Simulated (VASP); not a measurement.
Wanted: the native input for a VASP 6.6.1 run.

```yaml
Task: single point
Functional: PBE
Potentials_or_basis: VASP PAW PBE potentials, release 64 (Ti_sv, H)
Cutoff: 520 eV
k_mesh: 12 × 12 × 8
Occupations: fermi-dirac, width 0.15 eV
Spin: no spin polarisation
Dipole_correction: no
Further_INCAR_settings: ALGO = Normal; EDIFF = 1e-07; NBANDS = 25
```

The structure of TiH3 lies in POSCAR:

```
TiH3
1.0
    3.1675884219      0.0000000000      0.0000000000
   -1.5837942109      2.7432120421      0.0000000000
    0.0000000000      0.0000000000      5.5981144488
Ti H
2 6
Direct
    0.3333333333      0.6666666667      0.2500000000
    0.6666666667      0.3333333333      0.7500000000
    0.3333333333      0.6666666667      0.5937386951
    0.3333333333      0.6666666667      0.9062613049
    0.6666666667      0.3333333333      0.4062613049
    0.6666666667      0.3333333333      0.0937386951
    0.0000000000      0.0000000000      0.2500000000
    0.0000000000      0.0000000000      0.7500000000
```

One way to write it, as run:

INCAR

```
  PREC = Accurate
  ENCUT = 520
  EDIFF = 1E-7
  ISMEAR = -1
  SIGMA = 0.15
  LREAL = False
  LASPH = True
  NELM = 80
  ALGO = Normal
  ISIF = 2
  LWAVE = False
  LCHARG = False
  GGA = PE
  NBANDS = 25
```

KPOINTS

```
Automatic mesh
0
Gamma
  12 12 8
```

Potentials or basis: VASP PAW PBE potentials, release 64 (Ti_sv, H).

Run with:

```sh
$ cat potpaw_PBE.64/Ti_sv/POTCAR potpaw_PBE.64/H/POTCAR > POTCAR
$ mpirun -np 1 vasp_std > vasp.out
```

Results of the run:

```json
{
 "Pressure": "-0.1 GPa",
 "Band gap on the k mesh": "zero (bands 15 and 16 overlap by 1.12 eV)"
}
```

It took 57 s on 1 thread of AMD EPYC 9R45 96-Core Processor (Zen 5), on a shared host, peak memory 0.19 GiB.
